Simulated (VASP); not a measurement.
# Pd (Fm-3m) in VASP: further runs

The runs below take Pd through relaxation of cell and atoms, with revPBE, BLYP.

Everything below comes from runs of VASP 6.6.1. Logs are shortened: lines on timing, memory, paths and dates and some standing lists are left out, and cuts for length are marked.

**1. The cell of the first run**

The structure is cubic, space group Fm-3m (No. 225). Conventional cell: a = 3.893 Å, b = 3.893 Å, c = 3.893 Å, α = 90.00°, β = 90.00°, γ = 90.00°. Within 3.6 Å of Pd (site symmetry m-3m) lie 12 Pd at 2.75 Å.

**2. Relaxation of cell and atoms, revPBE**

INCAR reads:

```
ALGO     = Normal         # electronic algorithm
EDIFF    = 1E-7           # SCF threshold, eV
EDIFFG   = -0.01          # ionic threshold
ENCUT    = 600            # plane-wave cutoff, eV
GGA      = RE             # functional
IBRION   = 2              # ionic algorithm
ISIF     = 3              # what is computed and relaxed
ISMEAR   = -1             # smearing method
LASPH    = T              # aspherical terms in the spheres
LCHARG   = F              # write CHGCAR
LREAL    = F              # projectors in reciprocal space
LWAVE    = F              # write WAVECAR
NELM     = 60             # most SCF steps
NSW      = 60             # ionic steps
PREC     = Accurate       # precision mode
SIGMA    = 0.05           # smearing width, eV
```

KPOINTS reads:

```
k-points
0
Gamma
  12 12 12
```

POSCAR reads:

```
Pd
1.0
    0.0000000000      1.9465000000      1.9465000000
    1.9465000000      0.0000000000      1.9465000000
    1.9465000000      1.9465000000      0.0000000000
Pd
1
Direct
    0.0000000000      0.0000000000      0.0000000000
```

Potentials or basis: VASP PAW PBE potentials, release 64 (Pd).

Command:

```console
$ cat potpaw_PBE.64/Pd/POTCAR > POTCAR
$ mpirun -np 1 vasp_std > vasp.out
```

OUTCAR:

```text
EDIFF = 1E-7
   EDIFFG = -0.01
   ENCUT = 600
   GGA = RE
   IBRION = 2
   ISIF = 3
   ISMEAR = -1
   LASPH = T
   LREAL = F
   NELM = 60
   NSW = 60
   PREC = Accurate

 ion  position               nearest neighbor table
   1  0.000  0.000  0.000-

  LATTYP: Found a face centered cubic cell.
 ALAT       =     3.8930000000

  Lattice vectors:

 A1 = (   0.0000000000,   1.9465000000,   1.9465000000)
 A2 = (   1.9465000000,   0.0000000000,   1.9465000000)
 A3 = (   1.9465000000,   1.9465000000,   0.0000000000)

Analysis of symmetry for initial positions (statically):
[... 33 lines left out ...]
                                     Primitive cell

  volume of cell :      14.7500

  direct lattice vectors                    reciprocal lattice vectors
     0.000000000  1.946500000  1.946500000    -0.256871307  0.256871307  0.256871307
     1.946500000  0.000000000  1.946500000     0.256871307 -0.256871307  0.256871307
     1.946500000  1.946500000  0.000000000     0.256871307  0.256871307 -0.256871307

  length of vectors
     2.752766699  2.752766699  2.752766699     0.444914156  0.444914156  0.444914156

  position of ions in fractional coordinates (direct lattice)
     0.000000000  0.000000000  0.000000000

  ion indices of the primitive-cell ions
   primitive index   ion index
                 1           1

----------------------------------------------------------------------------------------

 KPOINTS: k-points

Automatic generation of k-mesh.
 Grid dimensions read from file:
 generate k-points for:   12   12   12

 Generating k-lattice:

  Cartesian coordinates                     Fractional coordinates (reciprocal lattice)
    -0.021405942  0.021405942  0.021405942     0.083333333  0.000000000  0.000000000
     0.021405942 -0.021405942  0.021405942     0.000000000  0.083333333  0.000000000
     0.021405942  0.021405942 -0.021405942     0.000000000  0.000000000  0.083333333

  Length of vectors
     0.037076180  0.037076180  0.037076180

  Shift w.r.t. Gamma in fractional coordinates (k-lattice)
     0.000000000  0.000000000  0.000000000

 Subroutine IBZKPT returns following result:
 ===========================================

 Found     72 irreducible k-points:

 Following reciprocal coordinates:
            Coordinates               Weight
  0.000000  0.000000  0.000000      1.000000
  0.083333  0.000000  0.000000      8.000000
  0.166667  0.000000  0.000000      8.000000
  0.250000  0.000000  0.000000      8.000000
  0.333333  0.000000  0.000000      8.000000
  0.416667  0.000000  0.000000      8.000000
[... 16 lines left out ...]
  0.500000  0.166667  0.000000     24.000000
 -0.416667  0.166667  0.000000     24.000000
 [... further k-points ...]
   k-points           NKPTS =     72   k-points in BZ     NKDIM =     72   number of bands    NBANDS=      9
   number of dos      NEDOS =    301   number of ions     NIONS =      1
   total plane-waves  NPLWV =  13824
   dimension x,y,z NGX =    24 NGY =   24 NGZ =   24
   dimension x,y,z NGXF=    48 NGYF=   48 NGZF=   48
   ions per type =               1
   NGX,Y,Z   is equivalent  to a cutoff of  14.49, 14.49, 14.49 a.u.
   NGXF,Y,Z  is equivalent  to a cutoff of  28.99, 28.99, 28.99 a.u.
 SYSTEM =  unknown system
   PREC   = accura    normal or accurate (medium, high low for compatibility)
   ISTART =      0    job   : 0-new  1-cont  2-samecut
   ICHARG =      2    charge: 1-file 2-atom 10-const
   ISPIN  =      1    spin polarized calculation?
   LNONCOLLINEAR =      F non collinear calculations
   LSORBIT =      F    spin-orbit coupling
   LASPH  =      T    aspherical Exc in radial PAW
   ENCUT  =  600.0 eV  44.10 Ry    6.64 a.u.   5.50  5.50  5.50*2*pi/ulx,y,z
   NELM   =     60;   NELMIN=  2; NELMDL= -5     # of ELM steps
   EDIFF  = 0.1E-06   stopping-criterion for ELM
   LREAL  =      F    real-space projection
   EDIFFG = -.1E-01   stopping-criterion for IOM
   NSW    =     60    number of steps for IOM
   IBRION =      2    ionic relax: 0-MD 1-quasi-New 2-CG
   NFREE  =      1    steps in history (QN), initial steepest desc. (CG)
   ISIF   =      3    stress and relaxation
   ISYM   =      2    0-nonsym 1-usesym 2-fastsym
   POTIM  = 0.5000    time-step for ionic-motion
   TEBEG  =    0.0;   TEEND  =   0.0 temperature during run
   PSTRESS=    0.0 pullay stress
   NELECT =      10.0000    total number of electrons
   NUPDOWN=      -1.0000    fix difference up-down
   EMIN   =  10.00;   EMAX   =-10.00  energy-range for DOS
   EFERMI =   0.00;   METHOD = LEGACY
   ISMEAR =    -1;   SIGMA  =   0.05  broadening in eV -4-tet -1-fermi 0-gaus
   EFERMI_NEDOS =   21; number of points for ismear=-14 and -15
   IALGO  =     38    algorithm
   IMIX   =      4    mixing-type and parameters
     AMIX     =   0.40;   BMIX     =  1.00
     AMIX_MAG =   1.60;   BMIX_MAG =  1.00
  volume/ion in A,a.u.               =      14.75        99.54
  Fermi-wavevector in a.u.,A,eV,Ry     =   1.438171  2.717748 28.141404  2.068335
  Thomas-Fermi vector in A             =   2.557167
   LORBIT       =      0    0 simple, 1 ext, 2 COOP (PROOUT), +10 PAW based schemes
   GGA     = RE    functional components
   LHFCALC =     F    Hartree Fock is set to
   AEXX    =    0.0000 exact exchange contribution
   IVDW    =     0    specifies the selected vdW correction
   LEPSILON=     F    determine dielectric tensor
   LRPA    =     F    only Hartree local field effects (RPA)
 conjugate gradient relaxation of ions
 non-spin polarized calculation
  energy-cutoff  :      600.00
  volume of cell :       14.75
 maximum number of plane-waves:       531
 NGX is ok and might be reduce to    24
   NGX = 11   NGY = 11   NGZ = 11

--------------------------------------- Ionic step        1  -------------------------------------------

 number of electron      10.0000000 magnetization

 number of electron       9.9999999 magnetization

 Free energy of the ion-electron system (eV)
  ---------------------------------------------------
  ext. energy  EPLUGINS =         0.00000000
  ---------------------------------------------------
  free energy    TOTEN  =        -4.73271303 eV

  energy without entropy =       -4.71312056  energy(sigma->0) =       -4.72291679

------------------------ aborting loop because EDIFF is reached ----------------------------------------

  FORCE on cell =-STRESS in cart. coord.  units (eV):
  Direction    XX          YY          ZZ          XY          YZ          ZX
  --------------------------------------------------------------------------------------
  -------------------------------------------------------------------------------------
  Total        0.9200302      0.9200302      0.9200302      0.0000000      0.0000000      0.0000000
  in kB       99.9354229     99.9354229     99.9354229      0.0000000      0.0000000      0.0000000
  external PRESSURE =      99.9354229 kB  Pullay stress =       0.0000000 kB

 VOLUME and BASIS-vectors are now :
 -----------------------------------------------------------------------------
  energy-cutoff  :      600.00
  volume of cell :       14.75
      direct lattice vectors                 reciprocal lattice vectors
     0.000000000  1.946500000  1.946500000    -0.256871307  0.256871307  0.256871307
     1.946500000  0.000000000  1.946500000     0.256871307 -0.256871307  0.256871307
     1.946500000  1.946500000  0.000000000     0.256871307  0.256871307 -0.256871307
[... 71 lines left out ...]
 POSITION                                       TOTAL-FORCE (eV/Angst)
 -----------------------------------------------------------------------------------
      0.00000      0.00000      0.00000        -0.000000      0.000000      0.000000
 -----------------------------------------------------------------------------------
    total drift:                               -0.000000     -0.000000      0.000000

  FREE ENERGIE OF THE ION-ELECTRON SYSTEM (eV)
  ---------------------------------------------------
  free  energy   TOTEN  =        -4.7573537588 eV

  energy  without entropy=       -4.7364176335  energy(sigma->0) =       -4.74688570

--------------------------------------- Ionic step        4  -------------------------------------------

 number of electron      10.0000001 magnetization

 Free energy of the ion-electron system (eV)
  ---------------------------------------------------
  ext. energy  EPLUGINS =         0.00000000
  ---------------------------------------------------
  free energy    TOTEN  =        -4.75735990 eV

  energy without entropy =       -4.73645522  energy(sigma->0) =       -4.74690756

 E-fermi :   8.9240     XC(G=0): -12.7653

 val. band max:        8.9233429018   @ k =   0.5000   0.0833   0.0000
 cond. band min:       8.9240541619   @ k =   0.5000   0.4167   0.0833
 fundamental gap:      0.0007112601
 Fermi energy:         8.9239631733

 k-point     1 :       0.0000    0.0000    0.0000
  band No.  band energies     occupation
      1       2.2688      2.00000
      2       6.3544      2.00000
      3       6.3544      2.00000
      4       6.3544      2.00000
      5       7.8189      2.00000
      6       7.8189      2.00000
      7      26.1052      0.00000
      8      30.5930      0.00000
      9      30.5930      0.00000

 k-point     2 :       0.0833    0.0000    0.0000
  band No.  band energies     occupation
      1       2.5073      2.00000
      2       6.2775      2.00000
      3       6.4323      2.00000
      4       6.4323      2.00000
      5       7.7846      2.00000
      6       7.7846      2.00000
      7      26.3107      0.00000
      8      29.0993      0.00000
      9      30.8391      0.00000
[... 253 lines left out ...]
 k-point    24 :      -0.4167    0.1667    0.0000
  band No.  band energies     occupation
      1       4.6544      2.00000
      2       5.9298      2.00000
      3       6.8062      2.00000
      4       7.2103      2.00000
      5       8.7105      1.97242
      6      12.4850      0.00000
      7      16.1768      0.00000
      8      24.4054      0.00000
      9      27.4738      0.00000

 [... further k-points ...]
[... 5 lines left out ...]
  --------------------------------------------------------------------------------------
  -------------------------------------------------------------------------------------
  Total        0.0039247      0.0039247      0.0039247      0.0000000      0.0000000     -0.0000000
  in kB        0.4034175      0.4034175      0.4034175      0.0000000      0.0000000     -0.0000000
  external PRESSURE =       0.4034175 kB  Pullay stress =       0.0000000 kB

 VOLUME and BASIS-vectors are now :
 -----------------------------------------------------------------------------
  energy-cutoff  :      600.00
  volume of cell :       15.59
      direct lattice vectors                 reciprocal lattice vectors
     0.000000000  1.982640324  1.982640324    -0.252188959  0.252188959  0.252188959
     1.982640324 -0.000000000  1.982640324     0.252188959 -0.252188959  0.252188959
     1.982640324  1.982640324  0.000000000     0.252188959  0.252188959 -0.252188959

 POSITION                                       TOTAL-FORCE (eV/Angst)
 -----------------------------------------------------------------------------------
      0.00000      0.00000      0.00000         0.000000      0.000000     -0.000000
 -----------------------------------------------------------------------------------
    total drift:                               -0.000000     -0.000000     -0.000000

  FREE ENERGIE OF THE ION-ELECTRON SYSTEM (eV)
  ---------------------------------------------------
  free  energy   TOTEN  =        -4.7573598951 eV

  energy  without entropy=       -4.7364552225  energy(sigma->0) =       -4.74690756

 reached required accuracy - stopping structural energy minimisation
```

It took 29 s on 1 thread of AMD EPYC 7R13 (Zen 3), shared host; peak memory 0.13 GiB.

What came out:

```yaml
Free_energy: -4.7574 eV
Relaxed_volume: 15.59 Å³/atom
Relaxed_cell: a = 2.804 Å, b = 2.804 Å, c = 2.804 Å, α = 60.00°, β = 60.00°, γ = 60.00°
Space_group_after_relaxing_to_0.05_Å: Fm-3m (No. 225)
Energy_gained_by_relaxing: 24.6 meV/atom
Ionic_steps: 4
Pressure_after_relaxing: 0.0 GPa
Band_gap_on_the_k_mesh: zero (band 5 reaches 9.20 eV, above the bottom of band 6 at 7.76 eV)
```

Step by step:
```
step  energy change (eV)  largest force (eV/Å)  pressure (GPa)  volume (Å³)
   1              0.0000                0.0000            9.99        14.75
   2              0.0139                0.0000           -9.35        16.80
   3             -0.0246                0.0000           -0.11        15.60
   4             -0.0246                0.0000            0.04        15.59
```

Final structure:
```
Pd
1.0
     0.00000    1.98264    1.98264
     1.98264    0.00000    1.98264
     1.98264    1.98264    0.00000
Pd
1
Direct
  0.00000 0.00000 0.00000
```

Levels at points of the mesh, in eV from the Fermi level:
```
           k point  band 3  band 4  band 5  band 6  band 7  band 8
(0.00, 0.00, 0.00)   -2.57   -2.57   -1.11   -1.11   17.18   21.67
(0.50, 0.00, 0.00)   -2.61   -0.01   -0.01    1.19    6.95   16.53
(0.50, 0.50, 0.00)   -0.04    0.28    0.28    3.42   10.27   12.98
```

Caveat: the PAW data sets were made with another functional, which shifts forces and pressure a little. Zero-point motion and thermal expansion aren't in these numbers.

(Part 1 of 2 ends here.)
